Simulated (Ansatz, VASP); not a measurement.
**VGe3: VASP beside Ansatz**

```
CELL_PARAMETERS angstrom
4.06409 0.00000 0.00000
0.00000 4.06409 0.00000
0.00000 0.00000 4.06409
ATOMIC_POSITIONS crystal
V 0.00000 0.00000 0.00000
Ge 0.00000 0.50000 0.50000
Ge 0.50000 0.00000 0.50000
Ge 0.50000 0.50000 0.00000
```

Alike in both runs: functional PBE; k mesh 4 × 4 × 4; occupations gaussian, width 0.1 eV; collinear spin.

Ansatz relaxed the structure, and its values are those at the end. VASP's run is a single point on that final structure, the one shown.

```csv
,VASP,Ansatz
version,VASP 6.6.1,Ansatz 0.2.0
potentials or method,"VASP PAW PBE potentials, release 64 (V_sv, Ge_d), cutoff 520 eV","scalar-relativistic, plane waves, PAW"
valence electrons in the cell,55,55
```

|  | VASP | Ansatz | Ansatz less VASP |
| --- | --- | --- | --- |
| gap on the k mesh at the Fermi level (eV) | none | none | - |
| pressure (GPa) | 0.4 | 0.3 | -0.09 |
| net moment per atom (μB) | 0.59 | 0.59 | -0.002 |
| size of the moment on the site where the two differ most (μB) | 2.13 | 2.14 | +0.016 |

Site moments also hang on the region over which each program counts them. A gap of «none» marks a metal or a gap that the smearing closes. The functional is the same, so the differences come from potentials, cutoffs and numerics.

The k mesh is coarse, so the values compare programs but aren't converged.
